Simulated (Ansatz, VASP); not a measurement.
**GaP: VASP beside Ansatz**

```
CELL_PARAMETERS angstrom
0.00000 2.83442 2.63069
2.83442 0.00000 2.63069
2.83442 2.83442 0.00000
ATOMIC_POSITIONS crystal
Ga 0.00000 0.00000 0.00000
P 0.25000 0.25000 0.25000
```

Change from the starting cell: epitaxial_xy strain +4.0%.

Alike in both runs: task single point; functional PBE; k mesh 8 × 8 × 8; occupations fermi-dirac, width 0.02 eV; no spin polarisation.

|  | VASP | Ansatz |
| --- | --- | --- |
| version | VASP 6.6.1 | Ansatz 0.2.0 |
| potentials or method | VASP PAW PBE potentials, release 64 (Ga_d, P) | plane waves, PAW |
| plane-wave cutoff (eV) | 520 | 420 |
| valence electrons in the cell | 18 | 18 |

|  | VASP | Ansatz | Ansatz less VASP |
| --- | --- | --- | --- |
| gap on the k mesh at the Fermi level (eV) | 1.03 | 1.03 | +0.001 |
| pressure (GPa) | -1.1 | -1.1 | +0.06 |
| traceless stress, the component that is largest in VASP (GPa) | 3.16 | 3.15 | -0.005 |
